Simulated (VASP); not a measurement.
# BaS (CsCl type) (Pm-3m) in VASP: notebook, part 2 of 2

VASP 6.6.1. The steps go on from the part before.

## 4. Single point, PBE (16.99 Å³/atom)

This run uses another cell than the first one, of 16.99 Å³/atom.

Input file INCAR:

```
  PREC = Accurate
  ENCUT = 520
  EDIFF = 1E-6
  ISMEAR = -1
  SIGMA = 0.05
  LREAL = F
  LASPH = T
  NELM = 80
  ALGO = Normal
  ISIF = 2
  LWAVE = F
  LCHARG = F
  GGA = PE
  NBANDS = 15
```

Input file KPOINTS:

```
regular mesh
0
Gamma
  10 10 10
```

Input file POSCAR:

```
BaS
1.0
    3.2391818453      0.0000000000      0.0000000000
    0.0000000000      3.2391818453      0.0000000000
    0.0000000000      0.0000000000      3.2391818453
Ba S
1 1
Direct
    0.0000000000      0.0000000000      0.0000000000
    0.5000000000      0.5000000000      0.5000000000
```

Potentials or basis: VASP PAW PBE potentials, release 64 (Ba_sv, S).

Command:

```console
$ cat potpaw_PBE.64/Ba_sv/POTCAR potpaw_PBE.64/S/POTCAR > POTCAR
$ mpirun -np 1 vasp_std > vasp.out
```

OUTCAR:

```text
PREC = Accurate
   ENCUT = 520
   EDIFF = 1E-6
   ISMEAR = -1
   LREAL = F
   LASPH = T
   NELM = 80
   ISIF = 2
   GGA = PE

 ion  position               nearest neighbor table
   1  0.000  0.000  0.000-   2 2.81   2 2.81   2 2.81   2 2.81   2 2.81   2 2.81   2 2.81   2 2.81

   2  0.500  0.500  0.500-   1 2.81   1 2.81   1 2.81   1 2.81   1 2.81   1 2.81   1 2.81   1 2.81

  LATTYP: Found a simple cubic cell.
 ALAT       =     3.2391818453

  Lattice vectors:

 A1 = (   3.2391818453,   0.0000000000,   0.0000000000)
[... 608 lines left out ...]
     10      12.5450      0.00000
     11      13.9681      0.00000
     12      14.9783      0.00000
     13      17.2397      0.00000
     14      17.3073      0.00000
     15      18.7235      0.00000

 [... further k-points ...]
[... 5 lines left out ...]
  --------------------------------------------------------------------------------------
  -------------------------------------------------------------------------------------
  Total       15.9597730     15.9597730     15.9597730     -0.0000000     -0.0000000      0.0000000
  in kB      752.3697123    752.3697123    752.3697123     -0.0000000     -0.0000000      0.0000000
  external PRESSURE =     752.3697123 kB  Pullay stress =       0.0000000 kB

 VOLUME and BASIS-vectors are now :
 -----------------------------------------------------------------------------
  energy-cutoff  :      520.00
  volume of cell :       33.99
      direct lattice vectors                 reciprocal lattice vectors
     3.239181845  0.000000000  0.000000000     0.308719932  0.000000000  0.000000000
     0.000000000  3.239181845  0.000000000     0.000000000  0.308719932  0.000000000
     0.000000000  0.000000000  3.239181845     0.000000000  0.000000000  0.308719932

 POSITION                                       TOTAL-FORCE (eV/Angst)
 -----------------------------------------------------------------------------------
      0.00000      0.00000      0.00000         0.000000      0.000000      0.000000
      1.61959      1.61959      1.61959         0.000000      0.000000      0.000000
 -----------------------------------------------------------------------------------
    total drift:                               -0.000000      0.000000     -0.000000

  FREE ENERGIE OF THE ION-ELECTRON SYSTEM (eV)
  ---------------------------------------------------
  free  energy   TOTEN  =        -6.2300763347 eV

  energy  without entropy=       -6.2286435044  energy(sigma->0) =       -6.22935992
```

OSZICAR:

```text
N       E                     dE             d eps       ncg     rms          rms(c)
DAV:   1     0.759459685308E+02    0.75946E+02   -0.78221E+03  1680   0.101E+03
DAV:   2    -0.365652706510E+01   -0.79602E+02   -0.71532E+02  2323   0.191E+02
DAV:   3    -0.673188268169E+01   -0.30754E+01   -0.30543E+01  2261   0.356E+01
DAV:   4    -0.677005739440E+01   -0.38175E-01   -0.38168E-01  2101   0.445E+00
DAV:   5    -0.677085651713E+01   -0.79912E-03   -0.79907E-03  2230   0.552E-01    0.151E+01
DAV:   6    -0.628539595227E+01    0.48546E+00   -0.55998E-01  2072   0.579E+00    0.966E+00
DAV:   7    -0.623594296402E+01    0.49453E-01   -0.25340E-01  2473   0.375E+00    0.237E+00
DAV:   8    -0.623022465650E+01    0.57183E-02   -0.36248E-02  1953   0.146E+00    0.704E-01
DAV:   9    -0.623012368341E+01    0.10097E-03   -0.16340E-03  2114   0.322E-01    0.220E-01
DAV:  10    -0.623008307741E+01    0.40606E-04   -0.63985E-04  1988   0.188E-01    0.741E-02
DAV:  11    -0.623007511273E+01    0.79647E-05   -0.10906E-04  2186   0.922E-02    0.538E-02
DAV:  12    -0.623007735921E+01   -0.22465E-05   -0.93097E-06  2163   0.245E-02    0.114E-02
DAV:  13    -0.623007632227E+01    0.10369E-05   -0.30387E-07  1421   0.436E-03    0.260E-03
DAV:  14    -0.623007633474E+01   -0.12472E-07   -0.28509E-07  1120   0.382E-03
   1 F= -.62300763E+01 E0= -.62293599E+01  d E =-.143283E-02
```

Run time: 20 s. Hardware: 1 thread of Intel Xeon 8259CL, shared host; peak memory 0.16 GiB.

What came out:

```
Free energy            : -6.2301 eV
Pressure               : 75.2 GPa
Band gap on the k mesh : zero (bands 8 and 9 overlap by 0.35 eV)
```

Caveat: the cell stands under pressure; semilocal functionals underestimate gaps, and a narrow one can read as zero; spin-orbit coupling is left out, which moves the levels of the heavy elements.

## 5. Single point, PBE (19.83 Å³/atom)

This run uses another cell than the first one, of 19.83 Å³/atom.

Input file INCAR:

```
SYSTEM = BaS
ALGO     = Normal         ! electronic algorithm
EDIFF    = 1E-6           ! SCF threshold, eV
ENCUT    = 520            ! plane-wave cutoff, eV
GGA      = PE             ! functional
ISIF     = 2              ! what is computed and relaxed
ISMEAR   = -1             ! smearing method
LASPH    = .True.         ! aspherical terms in the spheres
LCHARG   = .False.        ! write CHGCAR
LREAL    = .False.        ! projectors in reciprocal space
LWAVE    = .False.        ! write WAVECAR
NBANDS   = 15             ! bands
NELM     = 100            ! most SCF steps
PREC     = Accurate       ! precision mode
SIGMA    = 0.05           ! smearing width, eV
```

Input file KPOINTS:

```
k-points
0
Gamma
  10 10 10
  0 0 0
```

Input file POSCAR:

```
BaS
1.0
    3.4099728895      0.0000000000      0.0000000000
    0.0000000000      3.4099728895      0.0000000000
    0.0000000000      0.0000000000      3.4099728895
Ba S
1 1
Direct
    0.0000000000      0.0000000000      0.0000000000
    0.5000000000      0.5000000000      0.5000000000
```

Command:

```console
$ cat potpaw_PBE.64/Ba_sv/POTCAR potpaw_PBE.64/S/POTCAR > POTCAR
$ mpirun -np 1 vasp_std > vasp.out
```

Run time: 34 s. Hardware: 1 thread of Intel Xeon 8259CL, shared host; peak memory 0.18 GiB.

It converged, with:

```yaml
Free_energy: -8.1823 eV
Pressure: 38.8 GPa
Band_gap_on_the_k_mesh: 0.20 eV
```

Levels at points of the mesh, in eV from the valence-band top:
```tsv
k point	band 5	band 6	band 7	band 8	band 9	band 10	band 11	band 12
(0.00, 0.00, 0.00)	-11.45	0.00	0.00	0.00	0.20	0.20	7.20	7.60
(0.50, 0.00, 0.00)	-9.12	-4.15	-1.59	-1.59	1.88	5.67	8.03	9.07
(0.50, 0.50, 0.00)	-10.74	-1.47	-1.47	-0.33	2.02	3.82	4.18	4.18
(0.50, 0.50, 0.50)	-10.96	-4.77	-4.77	-4.77	10.07	10.07	10.07	10.27
```

Caveat: the cell stands under pressure; semilocal functionals underestimate gaps, and a narrow one can read as zero; spin-orbit coupling is left out, which moves the levels of the heavy elements.

## 6. Single point, PBE (22.66 Å³/atom)

This run uses another cell than the first one, of 22.66 Å³/atom.

Input file INCAR:

```
SYSTEM = BaS
  PREC = Accurate
  ENCUT = 520
  EDIFF = 1E-7
  ISMEAR = -1
  SIGMA = 0.05
  LREAL = .FALSE.
  LASPH = .TRUE.
  NELM = 80
  ALGO = Normal
  ISIF = 2
  LWAVE = .FALSE.
  LCHARG = .FALSE.
  GGA = PE
  NBANDS = 15
```

Input file KPOINTS:

```
regular mesh
0
G
  10 10 10
  0 0 0
```

Input file POSCAR:

```
BaS
1.0
    3.5651809330      0.0000000000      0.0000000000
    0.0000000000      3.5651809330      0.0000000000
    0.0000000000      0.0000000000      3.5651809330
Ba S
1 1
Direct
    0.0000000000      0.0000000000      0.0000000000
    0.5000000000      0.5000000000      0.5000000000
```

Potentials or basis: VASP PAW PBE potentials, release 64 (Ba_sv, S).

Command:

```console
$ cat potpaw_PBE.64/Ba_sv/POTCAR potpaw_PBE.64/S/POTCAR > POTCAR
$ mpirun -np 1 vasp_std > vasp.out
```

Run time: 42 s. Hardware: 1 thread of Intel Xeon 8259CL, shared host; peak memory 0.18 GiB.

It converged, with:

```
Free energy            : -9.1665 eV
Pressure               : 18.7 GPa
Band gap on the k mesh : 0.87 eV
```

Levels at points of the mesh, in eV from the valence-band top:
```
           k point  band 6  band 7  band 8  band 9  band 10  band 11
(0.00, 0.00, 0.00)    0.00    0.00    0.00    0.87     0.87     5.80
(0.50, 0.00, 0.00)   -3.58   -1.12   -1.12    2.27     6.16     7.34
(0.50, 0.50, 0.00)   -1.40   -1.40   -0.09    2.21     3.73     4.40
(0.50, 0.50, 0.50)   -3.82   -3.82   -3.82    9.01     9.01     9.01
```

Caveat: the cell stands under pressure; spin-orbit coupling is left out, which moves the levels of the heavy elements.

## 7. The runs side by side

| cell | gap on the mesh (eV) | pressure (GPa) |
| --- | --- | --- |
| a = 2.830 Å, 2 atoms | none | 294.5 |
| a = 3.239 Å, 2 atoms | none | 75.2 |
| a = 3.410 Å, 2 atoms | 0.20 | 38.8 |
| a = 3.565 Å, 2 atoms | 0.87 | 18.7 |

Alike in all rows: task single point; level PBE; potentials or basis VASP PAW PBE potentials, release 64 (Ba_sv, S); no spin polarisation; k mesh 10 × 10 × 10; cutoff (eV) 520; smearing fermi-dirac 0.05 eV.

Caveats: the cell stands under pressure; spin-orbit coupling is left out, which moves the levels of the heavy elements; semilocal functionals underestimate gaps, and a narrow one can read as zero (at least some runs).

Total energies depend on the potentials used, so only differences within one code and one set of settings carry meaning.
